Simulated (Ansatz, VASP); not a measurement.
Fe: VASP beside Ansatz

The input INCAR:

```
SYSTEM = Fe
PREC     = Accurate       ! precision mode
ENCUT    = 520            ! plane-wave cutoff, eV
EDIFF    = 1E-8           ! SCF threshold, eV
ISMEAR   = -1             ! smearing method
SIGMA    = 0.08           ! smearing width, eV
LREAL    = .FALSE.        ! projectors in reciprocal space
LASPH    = .TRUE.         ! aspherical terms in the spheres
NELM     = 60             ! most SCF steps
ALGO     = Normal         ! electronic algorithm
ISIF     = 2              ! what is computed and relaxed
LWAVE    = .FALSE.        ! write WAVECAR
LCHARG   = .FALSE.        ! write CHGCAR
GGA      = PS             ! functional
LEFG     = .TRUE.       
NBANDS   = 15             ! bands
```

Contents of KPOINTS:

```
regular mesh
0
G
  17 17 10
  0 0 0
```

File POSCAR:

```
Fe
1.0
    2.3848896599      0.0000000000      0.0000000000
   -1.1924448299      2.0653750307      0.0000000000
    0.0000000000      0.0000000000      3.7641728074
Fe
2
Direct
    0.3333333333      0.6666666667      0.2500000000
    0.6666666667      0.3333333333      0.7500000000
```

Input for Ansatz:

```yaml
crystal:
  lattice:
    - [2.3848896599, 0.0, 0.0]
    - [-1.1924448299, 2.0653750307, 0.0]
    - [0.0, 0.0, 3.7641728074]
  atoms:
    - { symbol: Fe, position: [0.3333333333, 0.6666666667, 0.25] }
    - { symbol: Fe, position: [0.6666666667, 0.3333333333, 0.75] }
kpoints:
  mp_grid: { grid: [17, 17, 10] }
scf:
  occupations: { method: fermi_dirac, width: 0.08 }
hamiltonian:
  xc: pbesol
  pseudopotentials: { kind: all_electron, datasets: crystal }
output:
  forces: true
  stress: true
  eigenvalues: true
  efg: { contact_densities: true }
```

Change from the starting cell: volume scaled by 0.9405, crystal datasets.

Alike in both runs: task electric field gradients; functional PBEsol; k mesh 17 × 17 × 10; occupations fermi-dirac, width 0.08 eV; no spin polarisation.

```csv
,VASP,Ansatz
version,VASP 6.6.1,Ansatz 0.2.0
potentials or method,"VASP PAW PBE potentials, release 64 (Fe), cutoff 520 eV","all-electron PAW with datasets made for the crystal, scalar-relativistic"
```

Ansatz gave:

- pressure (GPa): 21.1
- traceless stress, the component that is largest in VASP (GPa): 1.29
- size of Vzz on the site where it differs most (V/Å²): 5.0

Question: Estimate VASP's values.

Answer: Pressure (GPa): 20.6; traceless stress, the component that is largest in VASP (GPa): 1.17; size of Vzz on the site where it differs most (V/Å²): 9.1.

VASP's potentials were made for PBE, not for PBEsol. Ansatz ran all-electron here, and VASP with PAW potentials. Ansatz's warnings: printed levels off.
